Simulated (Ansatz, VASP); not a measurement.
One calculation of Os, two programs

The input POSCAR:

```
Os
1.0
    2.7822717212      0.0000000000      0.0000000000
   -1.3911358606      2.4095179908      0.0000000000
    0.0000000000      0.0000000000      4.3832459359
Os
2
Direct
    0.3333333333      0.6666666667      0.2500000000
    0.6666666667      0.3333333333      0.7500000000
```

Contents of INCAR.step1:

```
PREC     = Accurate       # precision mode
ENCUT    = 580            # plane-wave cutoff, eV
ISMEAR   = -1             # smearing method
SIGMA    = 0.05           # smearing width, eV
LREAL    = False          # projectors in reciprocal space
LASPH    = True           # aspherical terms in the spheres
NELM     = 120            # most SCF steps
NBANDS   = 15             # bands
GGA      = PE             # functional
ALGO     = Normal         # electronic algorithm
EDIFF    = 1E-5           # SCF threshold, eV
LWAVE    = True           # write WAVECAR
LCHARG   = False          # write CHGCAR
GGA_COMPAT= False
```

INCAR.step2

```
PREC     = Accurate       # precision mode
ENCUT    = 580            # plane-wave cutoff, eV
EDIFF    = 1E-8           # SCF threshold, eV
ISMEAR   = -1             # smearing method
SIGMA    = 0.05           # smearing width, eV
LREAL    = False          # projectors in reciprocal space
LASPH    = True           # aspherical terms in the spheres
NELM     = 120            # most SCF steps
ALGO     = Normal         # electronic algorithm
ISIF     = 2              # what is computed and relaxed
LWAVE    = False          # write WAVECAR
LCHARG   = False          # write CHGCAR
METAGGA  = R2SCAN         # meta-GGA
LMIXTAU  = True         
LEFG     = True         
NBANDS   = 15             # bands
ISTART   = 1            
GGA_COMPAT= False
```

KPOINTS

```
Automatic mesh
0
Gamma
  15 15 9
```

Input for Ansatz:

```yaml
crystal:
  lattice:
    - [2.7822717212, 0.0, 0.0]
    - [-1.3911358606, 2.4095179908, 0.0]
    - [0.0, 0.0, 4.3832459359]
  atoms:
    - { symbol: Os, position: [0.3333333333, 0.6666666667, 0.25] }
    - { symbol: Os, position: [0.6666666667, 0.3333333333, 0.75] }
kpoints:
  mp_grid: { grid: [15, 15, 9] }
scf:
  occupations: { method: fermi_dirac, width: 0.05 }
hamiltonian:
  xc: r2scan
  pseudopotentials: { kind: paw }
output:
  forces: true
  stress: true
  eigenvalues: true
  efg: { contact_densities: true }
```

Change from the starting cell: volume scaled by 1.04, PAW files.

Alike in both runs: task electric field gradients; functional r2SCAN; k mesh 15 × 15 × 9; occupations fermi-dirac, width 0.05 eV; no spin polarisation.

|  | VASP | Ansatz |
| --- | --- | --- |
| version | VASP 6.6.1 | Ansatz 0.2.0 |
| potentials or method | VASP PAW PBE potentials, release 64 (Os) | PAW with Ansatz's default frozen-core files, scalar-relativistic |
| plane-wave cutoff (eV) | 580 | 500 |
| valence electrons in the cell | 16 | 32 |

```csv
,VASP,Ansatz,Ansatz less VASP
pressure (GPa),-17.5,-18.1,-0.61
"traceless stress, the component that is largest in VASP (GPa)",0.18,0.18,+0.003
size of Vzz on the site where it differs most (V/Å²),76.8,59.3,-17.52
```

VASP's potentials were made for PBE, not for r2SCAN. VASP's potentials hold 16 valence electrons a cell and Ansatz's 32, so a difference there can come from the potentials and not from the codes.

Spin-orbit coupling is off throughout.
